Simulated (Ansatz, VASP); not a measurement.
## Si3N4: VASP beside Ansatz

```
Si N
1.0
     0.00000    3.89462    3.89462
     3.89462    0.00000    3.89462
     3.89462    3.89462    0.00000
Si N
6 8
Direct
  0.12500 0.12500 0.62500
  0.12500 0.62500 0.12500
  0.62500 0.12500 0.12500
  0.12500 0.12500 0.12500
  0.75000 0.75000 0.75000
  0.50000 0.50000 0.50000
  0.36754 0.36754 0.36754
  0.35263 0.88246 0.88246
  0.88246 0.88246 0.35263
  0.88246 0.35263 0.88246
  0.36754 0.36754 0.89737
  0.36754 0.89737 0.36754
  0.88246 0.88246 0.88246
  0.89737 0.36754 0.36754
```

Alike in both runs: task relaxation of cell and atoms; functional PBEsol; k mesh 6 × 6 × 6; occupations gaussian, width 0.02 eV; no spin polarisation.

|  | VASP | Ansatz |
| --- | --- | --- |
| version | VASP 6.6.1 | Ansatz 0.2.0 |
| potentials or method | VASP PAW PBE potentials, release 64 (Si, N), cutoff 600 eV | scalar-relativistic, plane waves, PAW |
| valence electrons in the cell | 64 | 64 |

Ansatz gave:

```
gap on the k mesh at the Fermi level, each at its own relaxed structure (eV) : 3.29
relaxed volume (Å³/atom)                                                     : 8.29
relaxed cell length with the largest relative difference (Å)                 : 5.476
```

Q: Which values does VASP return?

A: gap on the k mesh at the Fermi level, each at its own relaxed structure (eV): 3.28; relaxed volume (Å³/atom): 8.29; relaxed cell length with the largest relative difference (Å): 5.476.

VASP's potentials were made for PBE, not for PBEsol.
